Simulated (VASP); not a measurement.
# WS2 in VASP: notebook

Aim: see how the results for WS2 move with the level of theory and the settings. Levels: PBE, r2SCAN. Tasks: single point.

Everything below comes from runs of VASP 6.6.1. Logs are shortened: lines on timing, memory, paths and dates and some standing lists are left out, and cuts for length are marked.

### Step 1. The cell of the first run

The cell holds a slab with vacuum, 3 atoms: a = 3.170 Å, b = 3.170 Å, c = 16.926 Å, α = 90.00°, β = 90.00°, γ = 120.00°.

### Step 2. Single point, PBE

Input file INCAR:

```
PREC = Accurate
ENCUT = 520
EDIFF = 1E-6
ISMEAR = 0
SIGMA = 0.01
LREAL = F
LASPH = T
NELM = 80
ALGO = Normal
ISIF = 2
LWAVE = F
LCHARG = F
GGA = PE
NBANDS = 20
```

Input file KPOINTS:

```
regular mesh
0
Gamma
  12 12 2
```

Input file POSCAR:

```
WS2
1.0
    3.1697138081      0.0000000000      0.0000000000
   -1.5848569041      2.7450526806      0.0000000000
    0.0000000000      0.0000000000     16.9263324119
W S
1 2
Direct
    0.3333333333      0.6666666667      0.0000000000
    0.6666666667      0.3333333333      0.9076849997
    0.6666666667      0.3333333333      0.0923150003
```

Potentials or basis: VASP PAW PBE potentials, release 64 (W_sv, S).

Started as:

```bash
> cat potpaw_PBE.64/W_sv/POTCAR potpaw_PBE.64/S/POTCAR > POTCAR
> mpirun -np 1 vasp_std > vasp.out
```

OUTCAR:

```text
PREC = Accurate
   ENCUT = 520
   EDIFF = 1E-6
   ISMEAR = 0
   LREAL = F
   LASPH = T
   NELM = 80
   ISIF = 2
   GGA = PE

 ion  position               nearest neighbor table
   1  0.333  0.667  0.000-   2 2.41   3 2.41   2 2.41   3 2.41   2 2.41   3 2.41
   2  0.667  0.333  0.908-   1 2.41   1 2.41   1 2.41
   3  0.667  0.333  0.092-   1 2.41   1 2.41   1 2.41

  LATTYP: Found a hexagonal cell.
 ALAT       =     3.1697138081
 C/A-ratio  =     5.3400191426

  Lattice vectors:

 A1 = (   3.1697138081,   0.0000000000,   0.0000000000)
 A2 = (  -1.5848569041,   2.7450526806,   0.0000000000)
 A3 = (   0.0000000000,   0.0000000000,  16.9263324119)

Analysis of symmetry for initial positions (statically):
=====================================================================
 Subroutine PRICEL returns:
 Original cell was already a primitive cell.

 Routine SETGRP: Setting up the symmetry group for a
 hexagonal supercell.

 Subroutine GETGRP returns: Found 12 space group operations
 (whereof 12 operations were pure point group operations)
 out of a pool of 24 trial point group operations.

The static configuration has the point symmetry D_3h.

Analysis of symmetry for dynamics (positions and initial velocities):
=====================================================================
 Subroutine PRICEL returns:
 Original cell was already a primitive cell.

 Routine SETGRP: Setting up the symmetry group for a
 hexagonal supercell.

 Subroutine GETGRP returns: Found 12 space group operations
 (whereof 12 operations were pure point group operations)
 out of a pool of 24 trial point group operations.

The dynamic configuration has the point symmetry D_3h.

 Subroutine INISYM returns: Found 12 space group operations
 (whereof 12 operations are pure point group operations),
 and found     1 'primitive' translations

----------------------------------------------------------------------------------------

                                     Primitive cell

  volume of cell :     147.2765

  direct lattice vectors                    reciprocal lattice vectors
     3.169713808  0.000000000  0.000000000     0.315485896  0.182145867  0.000000000
    -1.584856904  2.745052681  0.000000000     0.000000000  0.364291734  0.000000000
     0.000000000  0.000000000 16.926332412     0.000000000  0.000000000  0.059079544
[... 77 lines left out ...]
   PREC   = accura    normal or accurate (medium, high low for compatibility)
   ISTART =      0    job   : 0-new  1-cont  2-samecut
   ICHARG =      2    charge: 1-file 2-atom 10-const
   ISPIN  =      1    spin polarized calculation?
   LNONCOLLINEAR =      F non collinear calculations
   LSORBIT =      F    spin-orbit coupling
   LASPH  =      T    aspherical Exc in radial PAW
   ENCUT  =  520.0 eV  38.22 Ry    6.18 a.u.   5.89  5.89 31.47*2*pi/ulx,y,z
   NELM   =     80;   NELMIN=  2; NELMDL= -5     # of ELM steps
   EDIFF  = 0.1E-05   stopping-criterion for ELM
   LREAL  =      F    real-space projection
   EDIFFG = 0.1E-04   stopping-criterion for IOM
   NSW    =      0    number of steps for IOM
   IBRION =     -1    ionic relax: 0-MD 1-quasi-New 2-CG
   NFREE  =      0    steps in history (QN), initial steepest desc. (CG)
   ISIF   =      2    stress and relaxation
   ISYM   =      2    0-nonsym 1-usesym 2-fastsym
   POTIM  = 0.5000    time-step for ionic-motion
   TEBEG  =    0.0;   TEEND  =   0.0 temperature during run
   PSTRESS=    0.0 pullay stress
   NELECT =      26.0000    total number of electrons
   NUPDOWN=      -1.0000    fix difference up-down
   EMIN   =  10.00;   EMAX   =-10.00  energy-range for DOS
   EFERMI =   0.00;   METHOD = LEGACY
   ISMEAR =     0;   SIGMA  =   0.01  broadening in eV -4-tet -1-fermi 0-gaus
   EFERMI_NEDOS =   21; number of points for ismear=-14 and -15
   IALGO  =     38    algorithm
   IMIX   =      4    mixing-type and parameters
     AMIX     =   0.40;   BMIX     =  1.00
     AMIX_MAG =   1.60;   BMIX_MAG =  1.00
  volume/ion in A,a.u.               =      49.09       331.29
  Fermi-wavevector in a.u.,A,eV,Ry     =   0.918378  1.735483 11.475398  0.843418
  Thomas-Fermi vector in A             =   2.043453
   LORBIT       =      0    0 simple, 1 ext, 2 COOP (PROOUT), +10 PAW based schemes
   GGA     = PE    functional components
   LHFCALC =     F    Hartree Fock is set to
   AEXX    =    0.0000 exact exchange contribution
   IVDW    =     0    specifies the selected vdW correction
   LEPSILON=     F    determine dielectric tensor
   LRPA    =     F    only Hartree local field effects (RPA)
 non-spin polarized calculation
 Gauss-broadening in eV      SIGMA  =   0.01
  energy-cutoff  :      520.00
  volume of cell :      147.28
 maximum number of plane-waves:      4000
 NGX is ok and might be reduce to    24
   NGX = 11   NGY = 11   NGZ = 63

 number of electron      25.9999998 magnetization

 Free energy of the ion-electron system (eV)
  ---------------------------------------------------
  ext. energy  EPLUGINS =         0.00000000
  ---------------------------------------------------
  free energy    TOTEN  =       -23.66714388 eV

  energy without entropy =      -23.66714388  energy(sigma->0) =      -23.66714388

 E-fermi :  -1.0113     XC(G=0):  -4.5675

 val. band max:       -1.1603271775   @ k =   0.3333   0.3333   0.0000
 cond. band min:       0.6926285413   @ k =   0.3333   0.3333   0.0000
 fundamental gap:      1.8529557188
 Fermi energy:        -1.0113229999

 k-point     1 :       0.0000    0.0000    0.0000
  band No.  band energies     occupation
      1     -75.1578      2.00000
      2     -39.4058      2.00000
      3     -39.2461      2.00000
      4     -39.2461      2.00000
      5     -15.9808      2.00000
      6     -14.3132      2.00000
[... 541 lines left out ...]
     19       5.9976      0.00000
     20       6.2066      0.00000

 [... further k-points ...]
[... 5 lines left out ...]
  --------------------------------------------------------------------------------------
  -------------------------------------------------------------------------------------
  Total        0.8736986      0.8736986      0.9127622     -0.0000000      0.0000000      0.0000000
  in kB        9.5047049      9.5047049      9.9296654     -0.0000000      0.0000000      0.0000000
  external PRESSURE =       9.6463584 kB  Pullay stress =       0.0000000 kB

 VOLUME and BASIS-vectors are now :
 -----------------------------------------------------------------------------
  energy-cutoff  :      520.00
  volume of cell :      147.28
      direct lattice vectors                 reciprocal lattice vectors
     3.169713808  0.000000000  0.000000000     0.315485896  0.182145867  0.000000000
    -1.584856904  2.745052681  0.000000000     0.000000000  0.364291734  0.000000000
     0.000000000  0.000000000 16.926332412     0.000000000  0.000000000  0.059079544

 POSITION                                       TOTAL-FORCE (eV/Angst)
 -----------------------------------------------------------------------------------
     -0.00000      1.83004      0.00000        -0.000000     -0.000000      0.000000
      1.58486      0.91502     15.36378         0.000000     -0.000000     -0.301239
      1.58486      0.91502      1.56255         0.000000      0.000000      0.301239
 -----------------------------------------------------------------------------------
    total drift:                                0.000000     -0.000000      0.000000

  FREE ENERGIE OF THE ION-ELECTRON SYSTEM (eV)
  ---------------------------------------------------
  free  energy   TOTEN  =       -23.6671438832 eV

  energy  without entropy=      -23.6671438832  energy(sigma->0) =      -23.66714388
```

OSZICAR:

```text
N       E                     dE             d eps       ncg     rms          rms(c)
DAV:   1     0.174277787901E+03    0.17428E+03   -0.13775E+04  1824   0.108E+03
DAV:   2    -0.117312164067E+02   -0.18601E+03   -0.18116E+03  2004   0.255E+02
DAV:   3    -0.247960835444E+02   -0.13065E+02   -0.12960E+02  1980   0.655E+01
DAV:   4    -0.250396011166E+02   -0.24352E+00   -0.24322E+00  2028   0.999E+00
[... 13 lines left out ...]
DAV:  18    -0.236671282824E+02   -0.32520E-04   -0.19628E-06  1496   0.582E-03    0.119E-02
DAV:  19    -0.236671355301E+02   -0.72477E-05   -0.29667E-07  1540   0.249E-03    0.617E-03
DAV:  20    -0.236671425886E+02   -0.70584E-05   -0.56490E-07  1532   0.254E-03    0.239E-03
DAV:  21    -0.236671438313E+02   -0.12428E-05   -0.78026E-08  1300   0.112E-03    0.352E-03
DAV:  22    -0.236671438832E+02   -0.51829E-07   -0.80238E-09  1148   0.504E-04
   1 F= -.23667144E+02 E0= -.23667144E+02  d E =-.295462-100
```

It took 4.9 min on 1 thread of AMD EPYC 7R13, shared host; peak memory 0.27 GiB.

Results:

* Free energy: -23.6671 eV
* Largest force: 0.301 eV/Å
* Band gap on the k mesh: 1.85 eV, direct

Forces in eV/Å, atoms in the order of the input:
```
W    0.000  0.000  0.000
S    0.000  0.000 -0.301
S    0.000  0.000  0.301
```

Caveat: spin-orbit coupling is left out, which moves the levels of the heavy elements.

(Continued in part 2 of 2.)
